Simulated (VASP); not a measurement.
Here is a VASP 6.6.1 calculation.

File INCAR:

```
ALGO = Normal
EDIFF = 1E-6
ENCUT = 520
GGA = PE
ISIF = 2
ISMEAR = -1
LASPH = True
LCHARG = False
LREAL = False
LWAVE = False
NBANDS = 22
NELM = 80
PREC = Accurate
SIGMA = 0.05
```

The input KPOINTS:

```
k-points
0
Gamma
  10 10 6
```

Contents of POSCAR:

```
HfC
1.0
    3.1930483247      0.0000000000      0.0000000000
   -1.5965241624      2.7652609647      0.0000000000
    0.0000000000      0.0000000000      5.6718182090
Hf C
2 2
Direct
    0.0000000000      0.0000000000      0.0000000000
    0.0000000000      0.0000000000      0.5000000000
    0.3333333333      0.6666666667      0.2500000000
    0.6666666667      0.3333333333      0.7500000000
```

Potentials or basis: VASP PAW PBE potentials, release 64 (Hf_pv, C).

Launch:

```console
$ cat potpaw_PBE.64/Hf_pv/POTCAR potpaw_PBE.64/C/POTCAR > POTCAR
$ mpirun -np 1 vasp_std > vasp.out
```

Q: Predict the pressure.

A: 13.9 GPa.

Q: Estimate the band gap on the k mesh.

A: Zero (bands 14 and 15 overlap by 1.64 eV).

Stress tensor (GPa, compression positive):
```
14.05  0.00  0.00
 0.00 14.05  0.00
 0.00  0.00 13.55
```

Caveat: the cell stands under pressure; spin-orbit coupling is left out, which moves the levels of the heavy elements.
